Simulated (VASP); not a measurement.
# MgS in VASP: a series of runs

The runs below take MgS through electric field gradients, density of states, with LDA.

All numbers are computed with VASP 6.6.1; they aren't measurements. Logs are shortened: lines on timing, memory, paths and dates and some standing lists are left out, and cuts for length are marked.

### Step 1. The cell of the first run

The structure is cubic, space group Fm-3m (No. 225). The conventional cell has a = 5.238 Å, b = 5.238 Å, c = 5.238 Å, α = 90.00°, β = 90.00°, γ = 90.00°. Mg (site symmetry m-3m) has 6 S at 2.62 Å within 3.5 Å. Within 3.5 Å of S (site symmetry m-3m) lie 6 Mg at 2.62 Å.

### Step 2. Electric field gradients, LDA (volume scaled by 1.02)

Contents of INCAR:

```
SYSTEM = MgS
ALGO = Normal ; EDIFF = 1E-8
ENCUT = 520 ; ISIF = 2
ISMEAR = -1 ; LASPH = .TRUE.
LCHARG = .FALSE. ; LEFG = .TRUE.
LREAL = .FALSE. ; LWAVE = .FALSE.
NBANDS = 11 ; NELM = 60
PREC = Accurate ; SIGMA = 0.01
```

Contents of KPOINTS:

```
k-points
0
G
  8 8 8
  0 0 0
```

Contents of POSCAR:

```
MgS
1.0
    0.0000000000      2.6188799723      2.6188799723
    2.6188799723      0.0000000000      2.6188799723
    2.6188799723      2.6188799723      0.0000000000
Mg S
1 1
Direct
    0.0000000000      0.0000000000      0.0000000000
    0.5000000000      0.5000000000      0.5000000000
```

Potentials or basis: VASP PAW LDA potentials, release 64 (Mg, S).

On the command line:

```
cat potpaw_LDA.64/Mg/POTCAR potpaw_LDA.64/S/POTCAR > POTCAR
mpirun -np 1 vasp_std > vasp.out
```

OUTCAR:

```text
SYSTEM = MgS
   EDIFF = 1E-8
   ENCUT = 520
   ISIF = 2
   ISMEAR = -1
   LASPH = .TRUE.
   LREAL = .FALSE.
   NELM = 60
   PREC = Accurate

 ion  position               nearest neighbor table
   1  0.000  0.000  0.000-   2 2.62   2 2.62   2 2.62   2 2.62   2 2.62   2 2.62
   2  0.500  0.500  0.500-   1 2.62   1 2.62   1 2.62   1 2.62   1 2.62   1 2.62

  LATTYP: Found a face centered cubic cell.
 ALAT       =     5.2377599446

  Lattice vectors:

 A1 = (   0.0000000000,   2.6188799723,   2.6188799723)
 A2 = (   2.6188799723,   0.0000000000,   2.6188799723)
 A3 = (   2.6188799723,   2.6188799723,   0.0000000000)

Analysis of symmetry for initial positions (statically):
=====================================================================
 Subroutine PRICEL returns:
 Original cell was already a primitive cell.

 Routine SETGRP: Setting up the symmetry group for a
 face centered cubic supercell.

 Subroutine GETGRP returns: Found 48 space group operations
 (whereof 48 operations were pure point group operations)
 out of a pool of 48 trial point group operations.

The static configuration has the point symmetry O_h .

Analysis of symmetry for dynamics (positions and initial velocities):
=====================================================================
 Subroutine PRICEL returns:
 Original cell was already a primitive cell.

 Routine SETGRP: Setting up the symmetry group for a
 face centered cubic supercell.

 Subroutine GETGRP returns: Found 48 space group operations
 (whereof 48 operations were pure point group operations)
 out of a pool of 48 trial point group operations.

The dynamic configuration has the point symmetry O_h .

 Subroutine INISYM returns: Found 48 space group operations
 (whereof 48 operations are pure point group operations),
 and found     1 'primitive' translations

----------------------------------------------------------------------------------------

                                     Primitive cell

  volume of cell :      35.9233

  direct lattice vectors                    reciprocal lattice vectors
     0.000000000  2.618879972  2.618879972    -0.190921312  0.190921312  0.190921312
     2.618879972  0.000000000  2.618879972     0.190921312 -0.190921312  0.190921312
     2.618879972  2.618879972  0.000000000     0.190921312  0.190921312 -0.190921312

  length of vectors
     3.703655575  3.703655575  3.703655575     0.330685412  0.330685412  0.330685412

  position of ions in fractional coordinates (direct lattice)
     0.000000000  0.000000000  0.000000000
     0.500000000  0.500000000  0.500000000

  ion indices of the primitive-cell ions
   primitive index   ion index
                 1           1
                 2           2

----------------------------------------------------------------------------------------

 KPOINTS: k-points

Automatic generation of k-mesh.
 Grid dimensions read from file:
 generate k-points for:    8    8    8

 Generating k-lattice:

  Cartesian coordinates                     Fractional coordinates (reciprocal lattice)
    -0.023865164  0.023865164  0.023865164     0.125000000  0.000000000  0.000000000
     0.023865164 -0.023865164  0.023865164     0.000000000  0.125000000  0.000000000
     0.023865164  0.023865164 -0.023865164     0.000000000  0.000000000  0.125000000

  Length of vectors
     0.041335677  0.041335677  0.041335677

  Shift w.r.t. Gamma in fractional coordinates (k-lattice)
     0.000000000  0.000000000  0.000000000

 Subroutine IBZKPT returns following result:
 ===========================================

 Found     29 irreducible k-points:

 Following reciprocal coordinates:
            Coordinates               Weight
  0.000000  0.000000  0.000000      1.000000
  0.125000  0.000000  0.000000      8.000000
  0.250000  0.000000  0.000000      8.000000
  0.375000  0.000000  0.000000      8.000000
  0.500000  0.000000  0.000000      4.000000
  0.125000  0.125000  0.000000      6.000000
[... 16 lines left out ...]
  0.500000  0.250000  0.125000     48.000000
 -0.375000  0.250000  0.125000     24.000000
 [... further k-points ...]
   k-points           NKPTS =     29   k-points in BZ     NKDIM =     29   number of bands    NBANDS=     11
   number of dos      NEDOS =    301   number of ions     NIONS =      2
   total plane-waves  NPLWV =  21952
   dimension x,y,z NGX =    28 NGY =   28 NGZ =   28
   dimension x,y,z NGXF=    56 NGYF=   56 NGZF=   56
   ions per type =               1   1
   NGX,Y,Z   is equivalent  to a cutoff of  12.57, 12.57, 12.57 a.u.
   NGXF,Y,Z  is equivalent  to a cutoff of  25.14, 25.14, 25.14 a.u.
 SYSTEM =  MgS
   PREC   = accura    normal or accurate (medium, high low for compatibility)
   ISTART =      0    job   : 0-new  1-cont  2-samecut
   ICHARG =      2    charge: 1-file 2-atom 10-const
   ISPIN  =      1    spin polarized calculation?
   LNONCOLLINEAR =      F non collinear calculations
   LSORBIT =      F    spin-orbit coupling
   LASPH  =      T    aspherical Exc in radial PAW
   ENCUT  =  520.0 eV  38.22 Ry    6.18 a.u.   6.89  6.89  6.89*2*pi/ulx,y,z
   NELM   =     60;   NELMIN=  2; NELMDL= -5     # of ELM steps
   EDIFF  = 0.1E-07   stopping-criterion for ELM
   LREAL  =      F    real-space projection
   EDIFFG = 0.1E-06   stopping-criterion for IOM
   NSW    =      0    number of steps for IOM
   IBRION =     -1    ionic relax: 0-MD 1-quasi-New 2-CG
   NFREE  =      0    steps in history (QN), initial steepest desc. (CG)
   ISIF   =      2    stress and relaxation
   ISYM   =      2    0-nonsym 1-usesym 2-fastsym
   POTIM  = 0.5000    time-step for ionic-motion
   TEBEG  =    0.0;   TEEND  =   0.0 temperature during run
   PSTRESS=    0.0 pullay stress
   NELECT =       8.0000    total number of electrons
   NUPDOWN=      -1.0000    fix difference up-down
   EMIN   =  10.00;   EMAX   =-10.00  energy-range for DOS
   EFERMI =   0.00;   METHOD = LEGACY
   ISMEAR =    -1;   SIGMA  =   0.01  broadening in eV -4-tet -1-fermi 0-gaus
   EFERMI_NEDOS =   21; number of points for ismear=-14 and -15
   IALGO  =     38    algorithm
   IMIX   =      4    mixing-type and parameters
     AMIX     =   0.40;   BMIX     =  1.00
     AMIX_MAG =   1.60;   BMIX_MAG =  1.00
  volume/ion in A,a.u.               =      17.96       121.21
  Fermi-wavevector in a.u.,A,eV,Ry     =   0.992307  1.875188 13.397282  0.984672
  Thomas-Fermi vector in A             =   2.124109
   LORBIT       =      0    0 simple, 1 ext, 2 COOP (PROOUT), +10 PAW based schemes
   GGA     = CA    functional components
   LHFCALC =     F    Hartree Fock is set to
   AEXX    =    0.0000 exact exchange contribution
   IVDW    =     0    specifies the selected vdW correction
   LEPSILON=     F    determine dielectric tensor
   LRPA    =     F    only Hartree local field effects (RPA)
 non-spin polarized calculation
  energy-cutoff  :      520.00
  volume of cell :       35.92
 maximum number of plane-waves:       982
   NGX = 13   NGY = 13   NGZ = 13

 number of electron       8.0000001 magnetization

 Free energy of the ion-electron system (eV)
  ---------------------------------------------------
  ext. energy  EPLUGINS =         0.00000000
  ---------------------------------------------------
  free energy    TOTEN  =        -9.55168331 eV

  energy without entropy =       -9.55168331  energy(sigma->0) =       -9.55168331

 E-fermi :   3.6486     XC(G=0):  -9.9068

 val. band max:        3.4043396632   @ k =   0.0000   0.0000   0.0000
 cond. band min:       5.9201974637   @ k =   0.5000   0.5000   0.0000
 fundamental gap:      2.5158578006
 Fermi energy:         3.6485819468

 k-point     1 :       0.0000    0.0000    0.0000
  band No.  band energies     occupation
      1      -9.1243      2.00000
      2       3.4043      2.00000
      3       3.4043      2.00000
      4       3.4043      2.00000
      5       6.7433      0.00000
      6      11.2536      0.00000
      7      11.2536      0.00000
      8      11.2536      0.00000
      9      13.6480      0.00000
     10      13.6480      0.00000
     11      15.7106      0.00000

 k-point     2 :       0.1250    0.0000    0.0000
  band No.  band energies     occupation
      1      -8.9758      2.00000
      2       2.3384      2.00000
      3       3.3064      2.00000
      4       3.3064      2.00000
      5       7.5726      0.00000
      6      10.9097      0.00000
      7      11.4889      0.00000
      8      11.4889      0.00000
      9      12.9505      0.00000
     10      12.9505      0.00000
     11      15.6606      0.00000

 k-point     3 :       0.2500    0.0000    0.0000
  band No.  band energies     occupation
      1      -8.5741      2.00000
      2       0.5926      2.00000
      3       3.0929      2.00000
      4       3.0929      2.00000
      5       8.1027      0.00000
      6      11.0519      0.00000
      7      11.0519      0.00000
      8      11.4429      0.00000
      9      13.5378      0.00000
     10      13.5378      0.00000
     11      14.8822      0.00000

 k-point     4 :       0.3750    0.0000    0.0000
  band No.  band energies     occupation
      1      -8.0841      2.00000
      2      -0.8302      2.00000
      3       2.9050      2.00000
      4       2.9050      2.00000
      5       7.8798      0.00000
      6      10.3709      0.00000
      7      10.3709      0.00000
      8      12.7382      0.00000
      9      14.6635      0.00000
     10      15.4856      0.00000
     11      15.4856      0.00000
[... 239 lines left out ...]
 k-point    22 :       0.3750    0.2500    0.1250
  band No.  band energies     occupation
      1      -8.2600      2.00000
      2       0.3338      2.00000
      3       1.9657      2.00000
      4       2.7424      2.00000
      5       8.9138      0.00000
      6       9.7844      0.00000
      7      10.2526      0.00000
      8      12.3448      0.00000
      9      13.3648      0.00000
     10      16.1818      0.00000
     11      17.8331      0.00000

 k-point    23 :       0.5000    0.2500    0.1250
  band No.  band energies     occupation
      1      -7.8466      2.00000
      2      -0.4909      2.00000
      3       1.4328      2.00000
      4       2.4312      2.00000
      5       8.7835      0.00000
      6       9.5962      0.00000
      7      11.0275      0.00000
      8      12.1432      0.00000
      9      14.8124      0.00000
     10      17.3350      0.00000
     11      17.9375      0.00000

 k-point    24 :      -0.3750    0.2500    0.1250
  band No.  band energies     occupation
      1      -7.6491      2.00000
      2      -0.8754      2.00000
      3       1.2907      2.00000
      4       2.2700      2.00000
      5       8.7436      0.00000
      6       9.3127      0.00000
      7      11.6006      0.00000
      8      12.5882      0.00000
      9      15.4186      0.00000
     10      16.2808      0.00000
     11      18.6410      0.00000

 [... further k-points ...]
[... 5 lines left out ...]
  --------------------------------------------------------------------------------------
  -------------------------------------------------------------------------------------
  Total       -1.1538557     -1.1538557     -1.1538557      0.0000000     -0.0000000      0.0000000
  in kB      -51.4618376    -51.4618376    -51.4618376      0.0000000     -0.0000000      0.0000000
  external PRESSURE =     -51.4618376 kB  Pullay stress =       0.0000000 kB

 VOLUME and BASIS-vectors are now :
 -----------------------------------------------------------------------------
  energy-cutoff  :      520.00
  volume of cell :       35.92
      direct lattice vectors                 reciprocal lattice vectors
     0.000000000  2.618879972  2.618879972    -0.190921312  0.190921312  0.190921312
     2.618879972  0.000000000  2.618879972     0.190921312 -0.190921312  0.190921312
     2.618879972  2.618879972  0.000000000     0.190921312  0.190921312 -0.190921312

 POSITION                                       TOTAL-FORCE (eV/Angst)
 -----------------------------------------------------------------------------------
      0.00000      0.00000      0.00000         0.000000      0.000000      0.000000
      2.61888      2.61888      2.61888        -0.000000     -0.000000     -0.000000
 -----------------------------------------------------------------------------------
    total drift:                                0.000000      0.000000      0.000000

  FREE ENERGIE OF THE ION-ELECTRON SYSTEM (eV)
  ---------------------------------------------------
  free  energy   TOTEN  =        -9.5516833142 eV

  energy  without entropy=       -9.5516833142  energy(sigma->0) =       -9.55168331

 Electric field gradients (V/A^2)
---------------------------------------------------------------------
 ion       V_xx      V_yy      V_zz      V_xy      V_xz      V_yz
---------------------------------------------------------------------
   1      -0.000    -0.000     0.000     0.000     0.000     0.000
   2      -0.000     0.000    -0.000    -0.000    -0.000    -0.000
---------------------------------------------------------------------

 Electric field gradients after diagonalization (V/A^2)
 (convention: |V_zz| > |V_xx| > |V_yy|)
----------------------------------------------------------------------
 ion       V_xx      V_yy      V_zz     asymmetry (V_yy - V_xx)/ V_zz
----------------------------------------------------------------------
   1      -0.000    -0.000     0.000       0.000
   2       0.000     0.000    -0.001       0.000
----------------------------------------------------------------------

           NMR quadrupolar parameters

 Cq : quadrupolar parameter    Cq=e*Q*V_zz/h
 eta: asymmetry parameters     (V_yy - V_xx)/ V_zz
 Q  : nuclear electric quadrupole moment in mb (millibarn)
----------------------------------------------------------------------
 ion       Cq(MHz)       eta       Q (mb)
----------------------------------------------------------------------
   1       0.000       0.000       1.000
   2      -0.000       0.000       1.000
----------------------------------------------------------------------
```

Run time: 7.6 s. Hardware: 1 thread of Intel Xeon Platinum 8559C (Emerald Rapids), shared host; peak memory 0.14 GiB.

What came out:

```yaml
Free_energy: -9.5517 eV
Pressure: -5.1 GPa
Band_gap_on_the_k_mesh: 2.52 eV, indirect (least direct gap 3.34 eV)
```

Caveat: without QUAD_EFG the Cq values of the log hold for a quadrupole moment of 1 mb, not for the nuclei. A k mesh can miss the band edges.

[end of part 1 of 2]
